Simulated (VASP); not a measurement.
Set up this calculation in VASP 6.6.1, as the native input.

```yaml
Task: single point
Functional: PBE
Potentials_or_basis: VASP PAW PBE potentials, release 64 (Tm_3, Mg, C), 4f in core
Cutoff: 600 eV
k_mesh: 4 × 4 × 4
Occupations: gaussian, width 0.2 eV
Spin: no spin polarisation
Dipole_correction: no
Mended: yes
Further_INCAR_settings: ALGO = Normal; EDIFF = 1e-06; NBANDS = 22
```

The structure of Tm2MgC2 lies in POSCAR:

```
Tm2MgC2
1.0
    5.1911401743      0.0000000000      0.0000000000
   -2.5955700872      4.4956592656      0.0000000000
    0.0000000000      0.0000000000      4.5210525399
Tm Mg C
2 1 2
Direct
    0.3333333333      0.6666666667      0.7328805489
    0.6666666667      0.3333333333      0.7328805489
    0.0000000000      0.0000000000      0.2295556450
    0.3333333333      0.6666666667      0.2327551586
    0.6666666667      0.3333333333      0.2327551586
```

The cell was built from a structure type or drawn by symmetry, and may not be a known phase.

The input as run:

INCAR

```
PREC     = Accurate       # precision mode
ENCUT    = 600            # plane-wave cutoff, eV
EDIFF    = 1E-6           # SCF threshold, eV
ISMEAR   = 0              # smearing method
SIGMA    = 0.2            # smearing width, eV
LREAL    = F              # projectors in reciprocal space
LASPH    = T              # aspherical terms in the spheres
NELM     = 200            # most SCF steps
ALGO     = Normal         # electronic algorithm
ISIF     = 2              # what is computed and relaxed
LWAVE    = F              # write WAVECAR
LCHARG   = F              # write CHGCAR
GGA      = PE             # functional
NBANDS   = 22             # bands
GGA_COMPAT= F            
LMAXMIX  = 6              # l up to which the mixer works
```

KPOINTS

```
regular mesh
0
Gamma
  4 4 4
```

Potentials or basis: VASP PAW PBE potentials, release 64 (Tm_3, Mg, C), 4f in core.

Run with:

```bash
$ cat potpaw_PBE.64/Tm_3/POTCAR potpaw_PBE.64/Mg/POTCAR potpaw_PBE.64/C/POTCAR > POTCAR
$ mpirun -np 1 vasp_std > vasp.out
```

It gave:

The pressure is 0.5 GPa and the largest force is 0.017 eV/Å. The band gap on the k mesh is zero (bands 14 and 15 overlap by 1.19 eV).

Caveat: spin-orbit coupling is left out, which moves the levels of the heavy elements; the 4f electrons are frozen in the core, so they carry no moment and show no levels.

It took 38 s on 1 thread of Intel(R) Xeon(R) Platinum 8259CL CPU @ 2.50GHz (Skylake/Cascade Lake), with other jobs on the host, peak memory 0.25 GiB.
